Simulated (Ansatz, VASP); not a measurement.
## Li2Se: VASP beside Ansatz

```
Li Se
1.0
     0.00000    3.00250    3.00250
     3.00250    0.00000    3.00250
     3.00250    3.00250    0.00000
Li Se
2 1
Direct
  0.25000 0.25000 0.25000
  0.75000 0.75000 0.75000
  0.00000 0.00000 0.00000
```

Alike in both runs: task electric field gradients; functional LDA; k mesh 9 × 9 × 9; occupations fermi-dirac, width 0.03 eV; no spin polarisation.

|  | VASP | Ansatz |
| --- | --- | --- |
| version | VASP 6.6.1 | Ansatz 0.2.0 |
| potentials or method | VASP PAW LDA potentials, release 64 (Li_sv, Se), cutoff 650 eV | all-electron PAW with datasets made for the crystal, scalar-relativistic |

```tsv
	VASP	Ansatz	Ansatz less VASP
gap on the k mesh at the Fermi level (eV)	2.89	2.89	+0.005
pressure (GPa)	-2.7	-2.6	+0.08
```

LDA's correlation is that of Perdew and Zunger in VASP and of Perdew and Wang (1992) in Ansatz. Ansatz ran all-electron here, and VASP with PAW potentials.
